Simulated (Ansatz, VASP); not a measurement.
**BN in VASP and in Ansatz**

```
B N
1.0
     2.62315    0.00000    0.00000
    -1.31157    2.17036    0.00000
     0.00000    0.00000    6.59240
B N
2 2
Direct
  0.86170 0.00000 0.50000
  0.47187 0.66667 0.00000
  0.13787 0.00000 0.00000
  0.52861 0.33333 0.50000
```

Change from the starting cell: mode 4 frozen in at -0.347 Å, normal strain along x +0.0467.

Alike in both runs: task single point; functional PBE; dispersion D3(BJ); k mesh 12 × 12 × 4; occupations methfessel-paxton of order 1, width 0.05 eV; no spin polarisation.

|  | VASP | Ansatz |
| --- | --- | --- |
| version | VASP 6.6.1 | Ansatz 0.2.0 |
| potentials or method | VASP PAW PBE potentials, release 64 (B, N), cutoff 520 eV | scalar-relativistic, plane waves, PAW |
| valence electrons in the cell | 16 | 16 |

Ansatz gave:

| Property | Result |
| --- | --- |
| gap on the k mesh at the Fermi level (eV) | 3.29 |
| least direct gap on the mesh (eV) | 3.71 |
| pressure (GPa) | -14.3 |
| traceless stress, the component that is largest in VASP (GPa) | -22.93 |
| rms of the force components (eV/Å) | 0.222 |

Problem. Which values does VASP return?

Solution. gap on the k mesh at the Fermi level (eV): 3.28; least direct gap on the mesh (eV): 3.71; pressure (GPa): -14.2; traceless stress, the component that is largest in VASP (GPa): -22.90; rms of the force components (eV/Å): 0.224.

Atom by atom the forces differ by 0.001 eV/Å (rms over components).
